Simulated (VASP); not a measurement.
Write the native input for VASP 6.6.1 that does the following.

```
Task                   : single point
Functional             : PBE
Potentials or basis    : VASP PAW PBE potentials, release 64 (Li_sv, Zn, O)
Cutoff                 : 520 eV
k mesh                 : 6 × 6 × 6
Occupations            : gaussian, width 0.02 eV
Spin                   : no spin polarisation
Dipole correction      : no
Further INCAR settings : ALGO = Normal; EDIFF = 1e-06; NBANDS = 41
```

The structure of Li2ZnO2 lies in POSCAR:

```
Li2ZnO2
1.0
    4.6926166272      0.0000000000      0.0000000000
    0.0000000000      4.6926166272      0.0000000000
    0.0000000000      0.0000000000      4.6926166272
Li Zn O
4 2 4
Direct
    0.2500000000      0.2500000000      0.2500000000
    0.7500000000      0.7500000000      0.2500000000
    0.7500000000      0.2500000000      0.7500000000
    0.2500000000      0.7500000000      0.7500000000
    0.0000000000      0.0000000000      0.0000000000
    0.5000000000      0.5000000000      0.5000000000
    0.7500000000      0.7500000000      0.7500000000
    0.2500000000      0.2500000000      0.7500000000
    0.2500000000      0.7500000000      0.2500000000
    0.7500000000      0.2500000000      0.2500000000
```

The cell was generated, and may not be a known phase.

These files were run (other wordings do the same):

INCAR

```
ALGO     = Normal         # electronic algorithm
EDIFF    = 1E-6           # SCF threshold, eV
ENCUT    = 520            # plane-wave cutoff, eV
GGA      = PE             # functional
ISIF     = 2              # what is computed and relaxed
ISMEAR   = 0              # smearing method
LASPH    = True           # aspherical terms in the spheres
LCHARG   = False          # write CHGCAR
LREAL    = False          # projectors in reciprocal space
LWAVE    = False          # write WAVECAR
NBANDS   = 41             # bands
NELM     = 80             # most SCF steps
PREC     = Accurate       # precision mode
SIGMA    = 0.02           # smearing width, eV
```

KPOINTS

```
k-points
0
Gamma
  6 6 6
```

Potentials or basis: VASP PAW PBE potentials, release 64 (Li_sv, Zn, O).

The run is started by

```sh
$ cat potpaw_PBE.64/Li_sv/POTCAR potpaw_PBE.64/Zn/POTCAR potpaw_PBE.64/O/POTCAR > POTCAR
$ mpirun -np 1 vasp_std > vasp.out
```

Results of the run:

- Band gap on the k mesh: 1.26 eV (least direct gap 1.35 eV)

Run time: 52 s on 1 thread of AMD EPYC 9R45 96-Core Processor (Zen 5), on a shared host, peak memory 0.2 GiB.
